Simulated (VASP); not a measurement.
Runs of VASP 6.6.1 on SiBBr. The structure is that of space group P6_3mc (No. 186), or close to it. The cells are those of the table. 

```csv
task,cell,k mesh,cutoff (eV),gap on the mesh (eV),pressure (GPa),relaxed volume (Å³/atom),largest force (eV/Å)
single point,"a = 3.520, b = 3.520, c = 10.071 Å, angles 90.0, 90.0, 120.0°, 6 atoms",6 × 6 × 4,520,none,0.0,-,(a)
relaxation of cell and atoms,"relaxed from a = 4.218, b = 4.218, c = 7.178 Å, angles 90.0, 90.0, 120.0°, 6 atoms",6 × 6 × 4,600,none,-0.2,17.95,0.03
single point,"a = 4.218, b = 4.218, c = 7.178 Å, angles 90.0, 90.0, 120.0°, 6 atoms",6 × 6 × 4,520,none,(b),-,0.42
relaxation of cell and atoms,"relaxed from a = 3.520, b = 3.520, c = 10.071 Å, angles 90.0, 90.0, 120.0°, 6 atoms",12 × 12 × 4,600,none,0.0,17.94,-
single point,"a = 3.522, b = 3.522, c = 10.019 Å, angles 90.0, 90.0, 120.0°, 6 atoms",12 × 12 × 4,520,none,0.0,-,-
```

Alike in all rows: level PBE; potentials or basis VASP PAW PBE potentials, release 64 (Si, B, Br); no spin polarisation; smearing gaussian 0.1 eV.

Q: Fill in the values left out.

A: (a) 0.01; (b) -1.7.

A k mesh can miss the band edges, and the runs leave out spin-orbit coupling on Br.

A gap of «none» marks levels without a gap at the run's occupations.
